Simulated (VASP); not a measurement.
# P (Im-3m) in VASP: single point with LDA

Aim: the single point of P with LDA.

Program: VASP 6.6.1. These are calculated values, not measurements. Logs are shortened: lines on timing, memory, paths and dates and some standing lists are left out, and cuts for length are marked.

**1. The cell of the first run**

It takes space group Im-3m (No. 229, cubic). Conventional cell: a = 3.010 Å, b = 3.010 Å, c = 3.010 Å, α = 90.00°, β = 90.00°, γ = 90.00°. Within 3.4 Å of P (site symmetry m-3m) lie 14 P at 2.61 to 3.01 Å.

**2. Single point, LDA**

Contents of INCAR:

```
PREC = Accurate
ENCUT = 520
EDIFF = 1E-7
ISMEAR = -1
SIGMA = 0.13605693000000002
LREAL = F
LASPH = T
NELM = 80
ALGO = Normal
ISIF = 2
LWAVE = F
LCHARG = F
GGA = CA
NBANDS = 8
```

Contents of KPOINTS:

```
regular mesh
0
Gamma
  15 15 15
```

Contents of POSCAR:

```
P
1.0
   -1.5049466323      1.5049466323      1.5049466323
    1.5049466323     -1.5049466323      1.5049466323
    1.5049466323      1.5049466323     -1.5049466323
P
1
Direct
    0.0000000000      0.0000000000      0.0000000000
```

Potentials or basis: VASP PAW LDA potentials, release 64 (P).

Started as:

```sh
$ cat potpaw_LDA.64/P/POTCAR > POTCAR
$ mpirun -np 1 vasp_std > vasp.out
```

OUTCAR:

```text
PREC = Accurate
   ENCUT = 520
   EDIFF = 1E-7
   ISMEAR = -1
   LREAL = F
   LASPH = T
   NELM = 80
   ISIF = 2
   GGA = CA

 ion  position               nearest neighbor table
   1  0.000  0.000  0.000-

  LATTYP: Found a body centered cubic cell.
 ALAT       =     3.0098932646

  Lattice vectors:

 A1 = (  -1.5049466323,   1.5049466323,   1.5049466323)
 A2 = (   1.5049466323,  -1.5049466323,   1.5049466323)
 A3 = (   1.5049466323,   1.5049466323,  -1.5049466323)

Analysis of symmetry for initial positions (statically):
=====================================================================
 Subroutine PRICEL returns:
 Original cell was already a primitive cell.

 Routine SETGRP: Setting up the symmetry group for a
 body centered cubic supercell.

 Subroutine GETGRP returns: Found 48 space group operations
[... 9 lines left out ...]

 Routine SETGRP: Setting up the symmetry group for a
 body centered cubic supercell.

 Subroutine GETGRP returns: Found 48 space group operations
[... 11 lines left out ...]
                                     Primitive cell

  volume of cell :      13.6340

  direct lattice vectors                    reciprocal lattice vectors
    -1.504946632  1.504946632  1.504946632     0.000000000  0.332237695  0.332237695
     1.504946632 -1.504946632  1.504946632     0.332237695  0.000000000  0.332237695
     1.504946632  1.504946632 -1.504946632     0.332237695  0.332237695  0.000000000

  length of vectors
     2.606644030  2.606644030  2.606644030     0.469855054  0.469855054  0.469855054

  position of ions in fractional coordinates (direct lattice)
     0.000000000  0.000000000  0.000000000

  ion indices of the primitive-cell ions
   primitive index   ion index
                 1           1

----------------------------------------------------------------------------------------

 KPOINTS: regular mesh

Automatic generation of k-mesh.
 Grid dimensions read from file:
 generate k-points for:   15   15   15

 Generating k-lattice:

  Cartesian coordinates                     Fractional coordinates (reciprocal lattice)
     0.000000000  0.022149180  0.022149180     0.066666667  0.000000000  0.000000000
     0.022149180  0.000000000  0.022149180     0.000000000  0.066666667  0.000000000
     0.022149180  0.022149180  0.000000000     0.000000000  0.000000000  0.066666667
[... 47 lines left out ...]
 SYSTEM =  unknown system
   PREC   = accura    normal or accurate (medium, high low for compatibility)
   ISTART =      0    job   : 0-new  1-cont  2-samecut
   ICHARG =      2    charge: 1-file 2-atom 10-const
   ISPIN  =      1    spin polarized calculation?
   LNONCOLLINEAR =      F non collinear calculations
   LSORBIT =      F    spin-orbit coupling
   LASPH  =      T    aspherical Exc in radial PAW
   ENCUT  =  520.0 eV  38.22 Ry    6.18 a.u.   4.85  4.85  4.85*2*pi/ulx,y,z
   NELM   =     80;   NELMIN=  2; NELMDL= -5     # of ELM steps
   EDIFF  = 0.1E-06   stopping-criterion for ELM
   LREAL  =      F    real-space projection
   EDIFFG = 0.1E-05   stopping-criterion for IOM
   NSW    =      0    number of steps for IOM
   IBRION =     -1    ionic relax: 0-MD 1-quasi-New 2-CG
   NFREE  =      0    steps in history (QN), initial steepest desc. (CG)
   ISIF   =      2    stress and relaxation
   ISYM   =      2    0-nonsym 1-usesym 2-fastsym
   POTIM  = 0.5000    time-step for ionic-motion
   TEBEG  =    0.0;   TEEND  =   0.0 temperature during run
   PSTRESS=    0.0 pullay stress
   NELECT =       5.0000    total number of electrons
   NUPDOWN=      -1.0000    fix difference up-down
   EMIN   =  10.00;   EMAX   =-10.00  energy-range for DOS
   EFERMI =   0.00;   METHOD = LEGACY
   ISMEAR =    -1;   SIGMA  =   0.14  broadening in eV -4-tet -1-fermi 0-gaus
   EFERMI_NEDOS =   21; number of points for ismear=-14 and -15
   IALGO  =     38    algorithm
   IMIX   =      4    mixing-type and parameters
     AMIX     =   0.40;   BMIX     =  1.00
     AMIX_MAG =   1.60;   BMIX_MAG =  1.00
  volume/ion in A,a.u.               =      13.63        92.01
  Fermi-wavevector in a.u.,A,eV,Ry     =   1.171810  2.214399 18.682675  1.373138
  Thomas-Fermi vector in A             =   2.308248
   LORBIT       =      0    0 simple, 1 ext, 2 COOP (PROOUT), +10 PAW based schemes
   GGA     = CA    functional components
   LHFCALC =     F    Hartree Fock is set to
   AEXX    =    0.0000 exact exchange contribution
   IVDW    =     0    specifies the selected vdW correction
   LEPSILON=     F    determine dielectric tensor
   LRPA    =     F    only Hartree local field effects (RPA)
 non-spin polarized calculation
  energy-cutoff  :      520.00
  volume of cell :       13.63
 maximum number of plane-waves:       379
   NGX =  9   NGY =  9   NGZ =  9

 number of electron       5.0000000 magnetization

 Free energy of the ion-electron system (eV)
  ---------------------------------------------------
  ext. energy  EPLUGINS =         0.00000000
  ---------------------------------------------------
  free energy    TOTEN  =        -5.49381121 eV

  energy without entropy =       -5.46634615  energy(sigma->0) =       -5.48007868

 E-fermi :  10.5284     XC(G=0): -11.8225

 val. band max:       10.5259245052   @ k =  -0.3333   0.4000   0.1333
 cond. band min:      10.5396637331   @ k =  -0.4000   0.4667   0.3333
 fundamental gap:      0.0137392279
 Fermi energy:        10.5283632804

 k-point     1 :       0.0000    0.0000    0.0000
  band No.  band energies     occupation
      1      -6.2677      2.00000
      2      18.0705      0.00000
      3      18.0705      0.00000
      4      18.0705      0.00000
      5      22.7148      0.00000
      6      22.7148      0.00000
      7      22.7148      0.00000
      8      26.7415      0.00000
[... 243 lines left out ...]
 k-point    24 :       0.4000    0.2000    0.0000
  band No.  band energies     occupation
      1       1.3273      2.00000
      2       3.2829      2.00000
      3       8.4305      2.00000
      4      13.9497      0.00000
      5      20.6372      0.00000
      6      23.9490      0.00000
      7      27.4209      0.00000
      8      28.7411      0.00000

 [... further k-points ...]
[... 5 lines left out ...]
  --------------------------------------------------------------------------------------
  -------------------------------------------------------------------------------------
  Total       -0.0582256     -0.0582256     -0.0582256     -0.0000000      0.0000000     -0.0000000
  in kB       -6.8422853     -6.8422853     -6.8422853     -0.0000000      0.0000000     -0.0000000
  external PRESSURE =      -6.8422853 kB  Pullay stress =       0.0000000 kB

 VOLUME and BASIS-vectors are now :
 -----------------------------------------------------------------------------
  energy-cutoff  :      520.00
  volume of cell :       13.63
      direct lattice vectors                 reciprocal lattice vectors
    -1.504946632  1.504946632  1.504946632     0.000000000  0.332237695  0.332237695
     1.504946632 -1.504946632  1.504946632     0.332237695  0.000000000  0.332237695
     1.504946632  1.504946632 -1.504946632     0.332237695  0.332237695  0.000000000

 POSITION                                       TOTAL-FORCE (eV/Angst)
 -----------------------------------------------------------------------------------
      0.00000      0.00000      0.00000        -0.000000      0.000000      0.000000
 -----------------------------------------------------------------------------------
    total drift:                                0.000000     -0.000000     -0.000000

  FREE ENERGIE OF THE ION-ELECTRON SYSTEM (eV)
  ---------------------------------------------------
  free  energy   TOTEN  =        -5.4938112148 eV

  energy  without entropy=       -5.4663461533  energy(sigma->0) =       -5.48007868
```

OSZICAR:

```text
N       E                     dE             d eps       ncg     rms          rms(c)
DAV:   1    -0.482411793076E+00   -0.48241E+00   -0.20614E+03  1976   0.449E+02
DAV:   2    -0.546303930683E+01   -0.49806E+01   -0.46609E+01  2912   0.466E+01
DAV:   3    -0.550177025314E+01   -0.38731E-01   -0.38653E-01  2152   0.463E+00
DAV:   4    -0.550181271990E+01   -0.42467E-04   -0.42466E-04  3160   0.168E-01
DAV:   5    -0.550181273857E+01   -0.18667E-07   -0.18545E-07  2136   0.205E-03    0.446E+00
DAV:   6    -0.549609003233E+01    0.57227E-02   -0.41279E-03  2024   0.323E-01    0.257E+00
DAV:   7    -0.549384007163E+01    0.22500E-02   -0.64095E-03  2152   0.406E-01    0.887E-02
DAV:   8    -0.549381109668E+01    0.28975E-04   -0.80938E-05  2512   0.547E-02    0.178E-02
DAV:   9    -0.549381123936E+01   -0.14268E-06   -0.71372E-07  2880   0.706E-03    0.576E-03
DAV:  10    -0.549381121481E+01    0.24550E-07   -0.14902E-07  1872   0.205E-03
   1 F= -.54938112E+01 E0= -.54800787E+01  d E =-.274651E-01
```

stdout:

```text
POSCAR found type information on POSCAR P
 POSCAR found :  1 types and       1 ions
 scaLAPACK will be used
 LDA part: xc-table for (Slater(with rela. corr.)+CA(PZ))
 , standard interpolation
 POSCAR, INCAR and KPOINTS ok, starting setup
 FFT: planning ... GRIDC
 FFT: planning ... GRID_SOFT
 FFT: planning ... GRID
 WAVECAR not read
 entering main loop
```

Run time: 6.8 s. Hardware: 1 thread of Intel Xeon Platinum 8488C (Sapphire Rapids), shared host; peak memory 0.11 GiB.

What came out:

```
Free energy : -5.4938 eV
Pressure    : -0.7 GPa
```
